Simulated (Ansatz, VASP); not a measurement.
# One calculation of Al, two programs

```
Al
1.0
    -1.66972    1.66972    1.66972
     1.66972   -1.66972    1.66972
     1.66972    1.66972   -1.66972
Al
1
Direct
  0.00000 0.00000 0.00000
```

Alike in both runs: task single point; functional PBE; k mesh 18 × 18 × 18; occupations gaussian, width 0.1 eV; no spin polarisation.

```csv
,VASP,Ansatz
version,VASP 6.6.1,Ansatz 0.2.0
potentials or method,"VASP PAW PBE potentials, release 64 (Al), cutoff 520 eV","scalar-relativistic, plane waves, PAW"
valence electrons in the cell,3,3
```

```csv
,VASP,Ansatz,Ansatz less VASP
gap on the k mesh at the Fermi level (eV),none,none,-
pressure (GPa),-5.4,-5.4,+0.02
```

A gap of «none» marks a metal or a gap that the smearing closes.
